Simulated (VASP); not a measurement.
# GeW (Fm-3m) in VASP: settings compared

The runs below take GeW through single point, with revPBE, BLYP, PBE.

All numbers are computed with VASP 6.6.1; they aren't measurements. Logs are shortened: lines on timing, memory, paths and dates and some standing lists are left out, and cuts for length are marked.

**1. The cell of the first run**

The structure is cubic, space group Fm-3m (No. 225). The conventional cell has a = 5.178 Å, b = 5.178 Å, c = 5.178 Å, α = 90.00°, β = 90.00°, γ = 90.00°. Ge (site symmetry m-3m) has 6 W at 2.59 Å within 3.4 Å. W (site symmetry m-3m) has 6 Ge at 2.59 Å within 3.4 Å.

**2. Single point, revPBE**

Input file INCAR:

```
SYSTEM = GeW
PREC = Accurate ; ENCUT = 520
EDIFF = 1E-7 ; ISMEAR = -1
SIGMA = 0.05 ; LREAL = .FALSE.
LASPH = .TRUE. ; NELM = 100
ALGO = Normal ; ISIF = 2
LWAVE = .FALSE. ; LCHARG = .TRUE.
GGA = RE ; LELF = .TRUE.
LVHAR = .TRUE. ; NBANDS = 21
```

Input file KPOINTS:

```
regular mesh
0
G
  9 9 9
  0 0 0
```

Input file POSCAR:

```
GeW
1.0
    0.0000000000      2.5890724078      2.5890724078
    2.5890724078      0.0000000000      2.5890724078
    2.5890724078      2.5890724078      0.0000000000
Ge W
1 1
Direct
    0.5000000000      0.5000000000      0.5000000000
    0.0000000000      0.0000000000      0.0000000000
```

Potentials or basis: VASP PAW PBE potentials, release 64 (Ge_d, W_sv).

Command:

```sh
> cat potpaw_PBE.64/Ge_d/POTCAR potpaw_PBE.64/W_sv/POTCAR > POTCAR
> mpirun -np 1 vasp_std > vasp.out
```

OUTCAR:

```text
SYSTEM = GeW
   PREC = Accurate
   ENCUT = 520
   EDIFF = 1E-7
   ISMEAR = -1
   LREAL = .FALSE.
   LASPH = .TRUE.
   NELM = 100
   ISIF = 2
   GGA = RE

 ion  position               nearest neighbor table
   1  0.500  0.500  0.500-   2 2.59   2 2.59   2 2.59   2 2.59   2 2.59   2 2.59
   2  0.000  0.000  0.000-   1 2.59   1 2.59   1 2.59   1 2.59   1 2.59   1 2.59

  LATTYP: Found a face centered cubic cell.
 ALAT       =     5.1781448156

  Lattice vectors:

 A1 = (   0.0000000000,   2.5890724078,   2.5890724078)
 A2 = (   2.5890724078,   0.0000000000,   2.5890724078)
 A3 = (   2.5890724078,   2.5890724078,   0.0000000000)

Analysis of symmetry for initial positions (statically):
=====================================================================
 Subroutine PRICEL returns:
 Original cell was already a primitive cell.

 Routine SETGRP: Setting up the symmetry group for a
 face centered cubic supercell.

 Subroutine GETGRP returns: Found 48 space group operations
 (whereof 48 operations were pure point group operations)
 out of a pool of 48 trial point group operations.

The static configuration has the point symmetry O_h .

Analysis of symmetry for dynamics (positions and initial velocities):
=====================================================================
 Subroutine PRICEL returns:
 Original cell was already a primitive cell.

 Routine SETGRP: Setting up the symmetry group for a
 face centered cubic supercell.

 Subroutine GETGRP returns: Found 48 space group operations
 (whereof 48 operations were pure point group operations)
 out of a pool of 48 trial point group operations.

The dynamic configuration has the point symmetry O_h .

 Subroutine INISYM returns: Found 48 space group operations
 (whereof 48 operations are pure point group operations),
 and found     1 'primitive' translations

----------------------------------------------------------------------------------------

                                     Primitive cell

  volume of cell :      34.7106

  direct lattice vectors                    reciprocal lattice vectors
     0.000000000  2.589072408  2.589072408    -0.193119358  0.193119358  0.193119358
     2.589072408  0.000000000  2.589072408     0.193119358 -0.193119358  0.193119358
     2.589072408  2.589072408  0.000000000     0.193119358  0.193119358 -0.193119358

  length of vectors
     3.661501313  3.661501313  3.661501313     0.334492539  0.334492539  0.334492539

  position of ions in fractional coordinates (direct lattice)
     0.500000000  0.500000000  0.500000000
     0.000000000  0.000000000  0.000000000

  ion indices of the primitive-cell ions
   primitive index   ion index
                 1           1
                 2           2

----------------------------------------------------------------------------------------

 KPOINTS: regular mesh

Automatic generation of k-mesh.
 Grid dimensions read from file:
 generate k-points for:    9    9    9

 Generating k-lattice:

  Cartesian coordinates                     Fractional coordinates (reciprocal lattice)
    -0.021457706  0.021457706  0.021457706     0.111111111  0.000000000  0.000000000
     0.021457706 -0.021457706  0.021457706     0.000000000  0.111111111  0.000000000
     0.021457706  0.021457706 -0.021457706     0.000000000  0.000000000  0.111111111

  Length of vectors
     0.037165838  0.037165838  0.037165838

  Shift w.r.t. Gamma in fractional coordinates (k-lattice)
     0.000000000  0.000000000  0.000000000

 Subroutine IBZKPT returns following result:
 ===========================================

 Found     35 irreducible k-points:

 Following reciprocal coordinates:
            Coordinates               Weight
  0.000000  0.000000  0.000000      1.000000
  0.111111  0.000000  0.000000      8.000000
  0.222222  0.000000  0.000000      8.000000
  0.333333  0.000000  0.000000      8.000000
  0.444444  0.000000  0.000000      8.000000
  0.111111  0.111111  0.000000      6.000000
[... 16 lines left out ...]
 -0.333333  0.333333  0.000000     12.000000
  0.444444  0.444444  0.000000      6.000000
 [... further k-points ...]
   k-points           NKPTS =     35   k-points in BZ     NKDIM =     35   number of bands    NBANDS=     21
   number of dos      NEDOS =    301   number of ions     NIONS =      2
   total plane-waves  NPLWV =  21952
   dimension x,y,z NGX =    28 NGY =   28 NGZ =   28
   dimension x,y,z NGXF=    56 NGYF=   56 NGZF=   56
   ions per type =               1   1
   NGX,Y,Z   is equivalent  to a cutoff of  12.71, 12.71, 12.71 a.u.
   NGXF,Y,Z  is equivalent  to a cutoff of  25.43, 25.43, 25.43 a.u.
 SYSTEM =  GeW
   PREC   = accura    normal or accurate (medium, high low for compatibility)
   ISTART =      0    job   : 0-new  1-cont  2-samecut
   ICHARG =      2    charge: 1-file 2-atom 10-const
   ISPIN  =      1    spin polarized calculation?
   LNONCOLLINEAR =      F non collinear calculations
   LSORBIT =      F    spin-orbit coupling
   LASPH  =      T    aspherical Exc in radial PAW
   ENCUT  =  520.0 eV  38.22 Ry    6.18 a.u.   6.81  6.81  6.81*2*pi/ulx,y,z
   NELM   =    100;   NELMIN=  2; NELMDL= -5     # of ELM steps
   EDIFF  = 0.1E-06   stopping-criterion for ELM
   LREAL  =      F    real-space projection
   EDIFFG = 0.1E-05   stopping-criterion for IOM
   NSW    =      0    number of steps for IOM
   IBRION =     -1    ionic relax: 0-MD 1-quasi-New 2-CG
   NFREE  =      0    steps in history (QN), initial steepest desc. (CG)
   ISIF   =      2    stress and relaxation
   ISYM   =      2    0-nonsym 1-usesym 2-fastsym
   POTIM  = 0.5000    time-step for ionic-motion
   TEBEG  =    0.0;   TEEND  =   0.0 temperature during run
   PSTRESS=    0.0 pullay stress
   NELECT =      28.0000    total number of electrons
   NUPDOWN=      -1.0000    fix difference up-down
   EMIN   =  10.00;   EMAX   =-10.00  energy-range for DOS
   EFERMI =   0.00;   METHOD = LEGACY
   ISMEAR =    -1;   SIGMA  =   0.05  broadening in eV -4-tet -1-fermi 0-gaus
   EFERMI_NEDOS =   21; number of points for ismear=-14 and -15
   IALGO  =     38    algorithm
   IMIX   =      4    mixing-type and parameters
     AMIX     =   0.40;   BMIX     =  1.00
     AMIX_MAG =   1.60;   BMIX_MAG =  1.00
  volume/ion in A,a.u.               =      17.36       117.12
  Fermi-wavevector in a.u.,A,eV,Ry     =   1.523959  2.879865 31.598869  2.322451
  Thomas-Fermi vector in A             =   2.632331
   LORBIT       =      0    0 simple, 1 ext, 2 COOP (PROOUT), +10 PAW based schemes
   GGA     = RE    functional components
   LHFCALC =     F    Hartree Fock is set to
   AEXX    =    0.0000 exact exchange contribution
   IVDW    =     0    specifies the selected vdW correction
   LEPSILON=     F    determine dielectric tensor
   LRPA    =     F    only Hartree local field effects (RPA)
 non-spin polarized calculation
  energy-cutoff  :      520.00
  volume of cell :       34.71
 maximum number of plane-waves:       954
   NGX = 13   NGY = 13   NGZ = 13

 number of electron      28.0000000 magnetization

 Free energy of the ion-electron system (eV)
  ---------------------------------------------------
  ext. energy  EPLUGINS =         0.00000000
  ---------------------------------------------------
  free energy    TOTEN  =       -14.94842943 eV

  energy without entropy =      -14.92438708  energy(sigma->0) =      -14.93640826

 E-fermi :   8.9650     XC(G=0): -12.2902

 val. band max:        8.9324767373   @ k =  -0.3333   0.3333   0.1111
 cond. band min:       8.9670739920   @ k =   0.3333   0.2222   0.0000
 fundamental gap:      0.0345972547
 Fermi energy:         8.9649981603

 k-point     1 :       0.0000    0.0000    0.0000
  band No.  band energies     occupation
      1     -65.5702      2.00000
      2     -29.7523      2.00000
      3     -29.7523      2.00000
      4     -29.7523      2.00000
      5     -15.5151      2.00000
      6     -15.5151      2.00000
[... 13 lines left out ...]
     20      17.1688      0.00000
     21      23.9127      0.00000

 k-point     2 :       0.1111    0.0000    0.0000
  band No.  band energies     occupation
      1     -65.5698      2.00000
      2     -29.7635      2.00000
      3     -29.7543      2.00000
      4     -29.7543      2.00000
      5     -15.5110      2.00000
      6     -15.5110      2.00000
[... 13 lines left out ...]
     20      17.5784      0.00000
     21      21.6941      0.00000

 k-point     3 :       0.2222    0.0000    0.0000
  band No.  band energies     occupation
      1     -65.5689      2.00000
      2     -29.7920      2.00000
      3     -29.7594      2.00000
      4     -29.7594      2.00000
      5     -15.5008      2.00000
      6     -15.5008      2.00000
[... 13 lines left out ...]
     20      19.3954      0.00000
     21      20.4546      0.00000

 k-point     4 :       0.3333    0.0000    0.0000
  band No.  band energies     occupation
      1     -65.5679      2.00000
      2     -29.8241      2.00000
      3     -29.7653      2.00000
      4     -29.7653      2.00000
      5     -15.4893      2.00000
      6     -15.4893      2.00000
[... 13 lines left out ...]
     20      18.6420      0.00000
     21      18.6420      0.00000

 k-point     5 :       0.4444    0.0000    0.0000
  band No.  band energies     occupation
      1     -65.5673      2.00000
      2     -29.8450      2.00000
      3     -29.7691      2.00000
      4     -29.7691      2.00000
      5     -15.4819      2.00000
      6     -15.4819      2.00000
[... 13 lines left out ...]
     20      17.9458      0.00000
     21      17.9458      0.00000

 k-point     6 :       0.1111    0.1111    0.0000
  band No.  band energies     occupation
      1     -65.5697      2.00000
      2     -29.7642      2.00000
      3     -29.7564      2.00000
      4     -29.7564      2.00000
      5     -15.5138      2.00000
      6     -15.5066      2.00000
[... 13 lines left out ...]
     20      17.9615      0.00000
     21      21.5347      0.00000

 k-point     7 :       0.2222    0.1111    0.0000
  band No.  band energies     occupation
      1     -65.5690      2.00000
      2     -29.7850      2.00000
      3     -29.7616      2.00000
      4     -29.7607      2.00000
      5     -15.5088      2.00000
      6     -15.4980      2.00000
[... 13 lines left out ...]
     20      19.0436      0.00000
     21      19.8065      0.00000
[... 291 lines left out ...]
      1     -65.5672      2.00000
      2     -29.8193      2.00000
      3     -29.7785      2.00000
      4     -29.7785      2.00000
      5     -15.5068      2.00000
      6     -15.4978      2.00000
[... 13 lines left out ...]
     20      20.0634      0.00000
     21      21.7248      0.00000

 k-point    21 :       0.4444    0.3333    0.0000
  band No.  band energies     occupation
      1     -65.5667      2.00000
      2     -29.8283      2.00000
      3     -29.7868      2.00000
      4     -29.7823      2.00000
      5     -15.5022      2.00000
      6     -15.5022      2.00000
[... 13 lines left out ...]
     20      19.9637      0.00000
     21      22.0799      0.00000

 k-point    22 :      -0.4444    0.3333    0.0000
  band No.  band energies     occupation
      1     -65.5664      2.00000
      2     -29.8270      2.00000
      3     -29.8010      2.00000
      4     -29.7822      2.00000
      5     -15.5039      2.00000
      6     -15.4936      2.00000
[... 13 lines left out ...]
     20      19.6381      0.00000
     21      21.2879      0.00000

 k-point    23 :      -0.3333    0.3333    0.0000
  band No.  band energies     occupation
      1     -65.5666      2.00000
      2     -29.8175      2.00000
      3     -29.8132      2.00000
      4     -29.7783      2.00000
      5     -15.5023      2.00000
      6     -15.4848      2.00000
[... 13 lines left out ...]
     20      19.8623      0.00000
     21      20.2850      0.00000

 k-point    24 :       0.4444    0.4444    0.0000
  band No.  band energies     occupation
      1     -65.5665      2.00000
      2     -29.8349      2.00000
      3     -29.7861      2.00000
      4     -29.7861      2.00000
      5     -15.5090      2.00000
      6     -15.5044      2.00000
[... 13 lines left out ...]
     20      20.6358      0.00000
     21      23.6899      0.00000

 [... further k-points ...]
[... 5 lines left out ...]
  --------------------------------------------------------------------------------------
  -------------------------------------------------------------------------------------
  Total        0.0387536      0.0387536      0.0387536      0.0000000     -0.0000000      0.0000000
  in kB        1.7887944      1.7887944      1.7887944      0.0000000     -0.0000000      0.0000000
  external PRESSURE =       1.7887944 kB  Pullay stress =       0.0000000 kB

 VOLUME and BASIS-vectors are now :
 -----------------------------------------------------------------------------
  energy-cutoff  :      520.00
  volume of cell :       34.71
      direct lattice vectors                 reciprocal lattice vectors
     0.000000000  2.589072408  2.589072408    -0.193119358  0.193119358  0.193119358
     2.589072408  0.000000000  2.589072408     0.193119358 -0.193119358  0.193119358
     2.589072408  2.589072408  0.000000000     0.193119358  0.193119358 -0.193119358

 POSITION                                       TOTAL-FORCE (eV/Angst)
 -----------------------------------------------------------------------------------
      2.58907      2.58907      2.58907         0.000000      0.000000      0.000000
      0.00000      0.00000      0.00000        -0.000000     -0.000000     -0.000000
 -----------------------------------------------------------------------------------
    total drift:                                0.000000      0.000000      0.000000

  FREE ENERGIE OF THE ION-ELECTRON SYSTEM (eV)
  ---------------------------------------------------
  free  energy   TOTEN  =       -14.9484294327 eV

  energy  without entropy=      -14.9243870807  energy(sigma->0) =      -14.93640826
```

Wall time 21 s (1 thread of Intel Xeon 6975P-C, shared host); peak memory 0.17 GiB.

What came out:

| Quantity | Value |
| --- | --- |
| Free energy | -14.9484 eV |
| Pressure | 0.2 GPa |
| Band gap on the k mesh | zero (band 14 reaches 9.49 eV, above the bottom of band 15 at 7.81 eV) |

Caveat: the PAW data sets were made with another functional, which shifts forces and pressure a little; spin-orbit coupling is left out, which moves the levels of the heavy elements.

**3. Single point, BLYP**

This run uses another cell than the first one, of 17.13 Å³/atom, 0.987 times its volume.

Input file INCAR:

```
SYSTEM = GeW
PREC     = Accurate       ! precision mode
ENCUT    = 520            ! plane-wave cutoff, eV
EDIFF    = 1E-6           ! SCF threshold, eV
ISMEAR   = -1             ! smearing method
SIGMA    = 0.05           ! smearing width, eV
LREAL    = .False.        ! projectors in reciprocal space
LASPH    = .True.         ! aspherical terms in the spheres
NELM     = 60             ! most SCF steps
ALGO     = Normal         ! electronic algorithm
ISIF     = 2              ! what is computed and relaxed
LWAVE    = .False.        ! write WAVECAR
LCHARG   = .True.         ! write CHGCAR
GGA      = B5             ! functional
ALDAX    = 1.0          
AGGAX    = 1.0          
AGGAC    = 1.0          
ALDAC    = 0.0          
LELF     = .True.         ! ELF
LVHAR    = .True.       
NBANDS   = 21             ! bands
```

Input file KPOINTS:

```
Automatic mesh
0
Gamma
  9 9 9
  0 0 0
```

Input file POSCAR:

```
GeW
1.0
    0.0000000000      2.5776100000      2.5776100000
    2.5776100000      0.0000000000      2.5776100000
    2.5776100000      2.5776100000      0.0000000000
Ge W
1 1
Direct
    0.5000000000      0.5000000000      0.5000000000
    0.0000000000      0.0000000000      0.0000000000
```

Potentials or basis: VASP PAW PBE potentials, release 64 (Ge_d, W_sv).

Command:

```sh
> cat potpaw_PBE.64/Ge_d/POTCAR potpaw_PBE.64/W_sv/POTCAR > POTCAR
> mpirun -np 1 vasp_std > vasp.out
```

OUTCAR:

```text
SYSTEM = GeW
   PREC = Accurate
   ENCUT = 520
   EDIFF = 1E-6
   ISMEAR = -1
   LREAL = .False.
   LASPH = .True.
   NELM = 60
   ISIF = 2
   GGA = B5

 ion  position               nearest neighbor table
   1  0.500  0.500  0.500-   2 2.58   2 2.58   2 2.58   2 2.58   2 2.58   2 2.58
   2  0.000  0.000  0.000-   1 2.58   1 2.58   1 2.58   1 2.58   1 2.58   1 2.58

  LATTYP: Found a face centered cubic cell.
 ALAT       =     5.1552200000

  Lattice vectors:

 A1 = (   0.0000000000,   2.5776100000,   2.5776100000)
 A2 = (   2.5776100000,   0.0000000000,   2.5776100000)
 A3 = (   2.5776100000,   2.5776100000,   0.0000000000)

Analysis of symmetry for initial positions (statically):
=====================================================================
 Subroutine PRICEL returns:
 Original cell was already a primitive cell.

 Routine SETGRP: Setting up the symmetry group for a
 face centered cubic supercell.

 Subroutine GETGRP returns: Found 48 space group operations
 (whereof 48 operations were pure point group operations)
 out of a pool of 48 trial point group operations.

[... 151 lines left out ...]
 number of electron      27.9999991 magnetization

 Free energy of the ion-electron system (eV)
  ---------------------------------------------------
  ext. energy  EPLUGINS =         0.00000000
  ---------------------------------------------------
  free energy    TOTEN  =       -13.29394647 eV

  energy without entropy =      -13.26899295  energy(sigma->0) =      -13.28146971

 E-fermi :   9.5675     XC(G=0): -11.7686

 val. band max:        9.5645852769   @ k =   0.3333   0.2222   0.0000
 cond. band min:       9.5924308153   @ k =  -0.3333   0.2222   0.0000
 fundamental gap:      0.0278455384
 Fermi energy:         9.5675125517

 k-point     1 :       0.0000    0.0000    0.0000
  band No.  band energies     occupation
      1     -64.4495      2.00000
      2     -28.9101      2.00000
      3     -28.9101      2.00000
      4     -28.9101      2.00000
      5     -14.9190      2.00000
      6     -14.9190      2.00000
[... 565 lines left out ...]
     20      21.7042      0.00000
     21      24.5703      0.00000

 [... further k-points ...]
[... 5 lines left out ...]
  --------------------------------------------------------------------------------------
  -------------------------------------------------------------------------------------
  Total        1.9006844      1.9006844      1.9006844      0.0000000      0.0000000     -0.0000000
  in kB       88.9076188     88.9076188     88.9076188      0.0000000      0.0000000     -0.0000000
  external PRESSURE =      88.9076188 kB  Pullay stress =       0.0000000 kB

 VOLUME and BASIS-vectors are now :
 -----------------------------------------------------------------------------
  energy-cutoff  :      520.00
  volume of cell :       34.25
      direct lattice vectors                 reciprocal lattice vectors
     0.000000000  2.577610000  2.577610000    -0.193978143  0.193978143  0.193978143
     2.577610000  0.000000000  2.577610000     0.193978143 -0.193978143  0.193978143
     2.577610000  2.577610000  0.000000000     0.193978143  0.193978143 -0.193978143

 POSITION                                       TOTAL-FORCE (eV/Angst)
 -----------------------------------------------------------------------------------
      2.57761      2.57761      2.57761        -0.000000      0.000000      0.000000
      0.00000      0.00000      0.00000         0.000000     -0.000000     -0.000000
 -----------------------------------------------------------------------------------
    total drift:                                0.000000      0.000000      0.000000

  FREE ENERGIE OF THE ION-ELECTRON SYSTEM (eV)
  ---------------------------------------------------
  free  energy   TOTEN  =       -13.2939464746 eV

  energy  without entropy=      -13.2689929522  energy(sigma->0) =      -13.28146971
```

Run time: 28 s. Hardware: 1 thread of Intel Xeon 6975P-C, shared host; peak memory 0.17 GiB.

What came out:

```
Free energy            : -13.2939 eV
Pressure               : 8.9 GPa
Band gap on the k mesh : zero (band 14 reaches 10.12 eV, above the bottom of band 15 at 8.40 eV)
```

Caveat: the PAW data sets were made with another functional, which shifts forces and pressure a little; spin-orbit coupling is left out, which moves the levels of the heavy elements.

[end of part 1 of 2]
